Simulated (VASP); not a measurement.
Input of a VASP 6.6.1 run:

Contents of INCAR:

```
  ALGO = Fast
  EDIFF = 1E-6
  ENCUT = 520
  ISIF = 2
  ISMEAR = 0
  LASPH = True
  LCHARG = False
  LREAL = False
  LWAVE = False
  NBANDS = 17
  NELM = 100
  PREC = Accurate
  SIGMA = 0.15
```

KPOINTS

```
k-points
0
Gamma
  15 15 8
```

The input POSCAR:

```
Ca
1.0
    3.9202995278      0.0000000000      0.0000000000
   -1.9601497639      3.3950789815      0.0000000000
    0.0000000000      0.0000000000      6.5200000000
Ca
2
Direct
    0.3333333333      0.6666666667      0.2500000000
    0.6666666667      0.3333333333      0.7500000000
```

Potentials or basis: VASP PAW LDA potentials, release 64 (Ca_sv).

The run is started by

```console
$ cat potpaw_LDA.64/Ca_sv/POTCAR > POTCAR
$ mpirun -np 1 vasp_std > vasp.out
```

Task: Estimate the pressure.

Result: -2.0 GPa.

Task: Estimate the band gap on the k mesh.

Result: Zero (bands 10 and 11 overlap by 0.43 eV).

Stress tensor (GPa, compression positive):
```
-1.90  0.00  0.00
 0.00 -1.90  0.00
 0.00  0.00 -2.21
```

Caveat: the cell differs from its parent crystal (strain -0.015 along x and y, +0.000 along z).
